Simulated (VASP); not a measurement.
SiTeS: relaxation of cell and atoms with PBE

Crystal: SiTeS.

```
CELL_PARAMETERS angstrom
3.13006 0.00000 0.00000
0.00000 3.13006 0.00000
0.00000 0.00000 8.01291
ATOMIC_POSITIONS crystal
Si 0.00000 0.00000 0.69736
Te 0.50000 0.50000 0.04583
S 0.50000 0.50000 0.56690
```

The cell was generated, and may not be a known phase.

```json
{"Program": "VASP 6.6.1", "Task": "relaxation of cell and atoms", "Functional": "PBE", "Potentials or basis": "VASP PAW PBE potentials, release 64 (Si, Te, S)", "Cutoff": "600 eV", "k mesh": "14 × 14 × 6", "Occupations": "gaussian, width 0.1 eV", "Spin": "no spin polarisation", "Dipole correction": "no", "Further INCAR settings": "ALGO = Normal; EDIFF = 1e-06; IBRION = 2; EDIFFG = -0.01; NSW = 100; ISIF = 3"}
```

- Relaxed volume: 26.13 Å³/atom
- Relaxed cell: a = 3.099 Å, b = 3.099 Å, c = 8.162 Å, α = 90.00°, β = 90.00°, γ = 90.00°
- Space group after relaxing (to 0.1 Å): P4mm (No. 99)
- Energy gained by relaxing: 3.2 meV/atom
- Ionic steps: 32
- Pressure after relaxing: 0.0 GPa
- Largest force after relaxing: 0.009 eV/Å
- Band gap on the k mesh: zero (bands 8 and 9 overlap by 2.80 eV)

Forces in eV/Å, atoms in the order of the input:
```
Si   0.000  0.000  0.009
Te   0.000  0.000 -0.004
S    0.000  0.000 -0.005
```

The path:
```
step  energy change (eV)  largest force (eV/Å)  pressure (GPa)  volume (Å³)
   1              0.0000                0.0858           -0.48        78.50
   2             -0.0029                0.0669            0.25        77.62
   3             -0.0030                0.0664            0.21        77.68
   4             -0.0039                0.0598            0.17        77.90
   5             -0.0057                0.0740            0.07        78.57
   6             -0.0059                0.1522           -0.12        79.90
   7             -0.0063                0.1173           -0.04        79.33
   8             -0.0072                0.0699            0.01        79.52
   9             -0.0077                0.0231            0.08        79.79
  10             -0.0077                0.0278            0.09        79.83
  11             -0.0078                0.0175           -0.07        80.11
  12             -0.0078                0.0192           -0.05        80.06
  13             -0.0079                0.0181           -0.05        80.04
  14             -0.0081                0.0173           -0.08        79.95
  15             -0.0084                0.0178           -0.10        79.79
  16             -0.0090                0.0406           -0.16        79.47
  17             -0.0089                0.0903           -0.26        78.83
  18             -0.0091                0.0626           -0.21        79.16
  19             -0.0092                0.0601           -0.21        79.12
  20             -0.0093                0.0531           -0.17        79.00
  21             -0.0095                0.0390           -0.09        78.78
  22             -0.0096                0.0120            0.07        78.32
  23             -0.0096                0.0187            0.05        78.43
  24             -0.0096                0.0275           -0.01        78.59
  25             -0.0096                0.0221            0.01        78.50
  26             -0.0096                0.0201            0.02        78.47
  27             -0.0096                0.0192            0.02        78.45
  28             -0.0096                0.0149            0.03        78.44
  29             -0.0097                0.0033            0.01        78.40
  30             -0.0097                0.0268           -0.03        78.32
  31             -0.0097                0.0171            0.00        78.35
  32             -0.0097                0.0085            0.01        78.38
```

Final structure:
```
Si Te S
1.0
     3.09880    0.00000    0.00000
     0.00000    3.09880    0.00000
     0.00000    0.00000    8.16191
Si Te S
1 1 1
Direct
  0.00000 0.00000 0.68786
  0.50000 0.50000 0.06335
  0.50000 0.50000 0.55888
```

Levels at points of the mesh, in eV from the Fermi level:
```
           k point  band 6  band 7  band 8  band 9  band 10  band 11
(0.00, 0.00, 0.00)   -2.41   -0.84    1.16    2.64     2.64     3.79
(0.50, 0.00, 0.00)   -2.24   -0.96   -0.91    2.95     3.69     4.29
(0.50, 0.50, 0.00)   -3.62   -3.62   -2.35    0.78     0.94     1.73
(0.00, 0.00, 0.50)   -2.41   -0.07    1.40    2.63     2.63     3.79
(0.50, 0.00, 0.50)   -2.10   -1.45   -0.91    3.50     3.53     3.70
(0.50, 0.50, 0.50)   -3.63   -3.63   -2.23    0.52     0.90     1.86
```

Run time: 53 min on 1 thread of Intel Xeon 8259CL, on a shared host, peak memory 0.4 GiB.

Caveat: spin-orbit coupling is left out, which moves the levels of the heavy elements; this functional lacks dispersion, which binds layers or chains, so the pressure and a relaxed spacing across them are unreliable.
